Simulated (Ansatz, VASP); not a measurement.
# Si2Mo in VASP and in Ansatz

Contents of INCAR:

```
PREC = Accurate
ENCUT = 520
EDIFF = 1E-6
ISMEAR = 0
SIGMA = 0.15
LREAL = False
LASPH = True
NELM = 100
ALGO = Normal
ISIF = 2
LWAVE = False
LCHARG = True
GGA = PS
LELF = True
LVHAR = True
NBANDS = 18
```

Contents of KPOINTS:

```
regular mesh
0
Gamma
  18 18 18
```

Contents of POSCAR:

```
Si2Mo
1.0
   -1.5818831369      1.5818831369      3.8784485199
    1.5818831369     -1.5818831369      3.8784485199
    1.5818831369      1.5818831369     -3.8784485199
Si Mo
2 1
Direct
    0.3350567058      0.3350567058      0.0000000000
    0.6649432942      0.6649432942      0.0000000000
    0.0000000000      0.0000000000      0.0000000000
```

Input for Ansatz:

```yaml
crystal:
  lattice:
    - [-1.5818831369, 1.5818831369, 3.8784485199]
    - [1.5818831369, -1.5818831369, 3.8784485199]
    - [1.5818831369, 1.5818831369, -3.8784485199]
  atoms:
    - { symbol: Si, position: [0.3350567058, 0.3350567058, 0.0] }
    - { symbol: Si, position: [0.6649432942, 0.6649432942, 0.0] }
    - { symbol: Mo, position: [0.0, 0.0, 0.0] }
basis:
  ecutwfc: 420
kpoints:
  mp_grid: { grid: [18, 18, 18] }
hamiltonian:
  xc: pbesol
  pseudopotentials: { kind: paw, azcp: { folder: soft_1 } }
scf:
  occupations: { method: gaussian, width: 0.15 }
output:
  forces: true
  stress: true
  eigenvalues: true
```

Change from the starting cell: mode 4 frozen in at +0.000 Å, equal normal strain along x, y and z -0.0083.

Alike in both runs: task single point; functional PBEsol; k mesh 18 × 18 × 18; occupations gaussian, width 0.15 eV; no spin polarisation.

|  | VASP | Ansatz |
| --- | --- | --- |
| version | VASP 6.6.1 | Ansatz 0.2.0 |
| potentials or method | VASP PAW PBE potentials, release 64 (Si, Mo_sv), cutoff 520 eV | scalar-relativistic, plane waves, PAW |
| valence electrons in the cell | 22 | 22 |

|  | VASP | Ansatz | Ansatz less VASP |
| --- | --- | --- | --- |
| gap on the k mesh at the Fermi level (eV) | none | none | - |
| pressure (GPa) | 6.2 | 5.9 | -0.38 |
| traceless stress, the component that is largest in VASP (GPa) | 0.48 | 0.49 | 0.000 |
| rms of the force components (eV/Å) | 0.030 | 0.028 | -0.0023 |

VASP's potentials were made for PBE, not for PBEsol, and Ansatz warns of the same on its side. Atom by atom the forces differ by 0.002 eV/Å (rms over components). A gap of «none» marks a metal or a gap that the smearing closes. With one functional, cell and mesh, what is left measures potentials, basis and numerics.
